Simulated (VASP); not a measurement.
Si2Ni, 3 atoms in the cell. The structure is cubic, space group Fm-3m (No. 225). The conventional cell has a = 5.391 Å, b = 5.391 Å, c = 5.391 Å, α = 90.00°, β = 90.00°, γ = 90.00°. Si (site symmetry -43m) has 4 Ni at 2.33 Å and 6 Si at 2.70 Å within 3.1 Å. Ni (site symmetry m-3m) has 8 Si at 2.33 Å within 3.1 Å. 

* Program: VASP 6.6.1
* Task: density of states
* Functional: PBEsol
* Potentials or basis: VASP PAW PBE potentials, release 64 (Si, Ni)
* Cutoff: 520 eV
* k mesh: 14 × 14 × 14
* Occupations: gaussian, width 0.1 eV
* Spin: no spin polarisation
* Dipole correction: no
* k mesh for the DOS: 21 × 21 × 21
* Occupations for the DOS: tetrahedron
* Further INCAR settings: ALGO = Normal; EDIFF = 1e-06

Potentials or basis: VASP PAW PBE potentials, release 64 (Si, Ni).

Launch:

```console
$ cat potpaw_PBE.64/Si/POTCAR potpaw_PBE.64/Ni/POTCAR > POTCAR
$ cp INCAR.step1 INCAR
$ cp KPOINTS.step1 KPOINTS
$ mpirun -np 1 vasp_std > vasp.out
$ cp INCAR.step2 INCAR
$ cp KPOINTS.step2 KPOINTS
$ mpirun -np 1 vasp_std > vasp.out
```

Hardware: 1 thread of AMD EPYC 9R45 96-Core Processor (Zen 5), on a shared host.

Q: How long does it take, and how much memory?

A: Wall time 95 s on 1 thread of AMD EPYC 9R45 96-Core Processor (Zen 5), on a shared host, peak memory 0.24 GiB. Counts: k points 286.
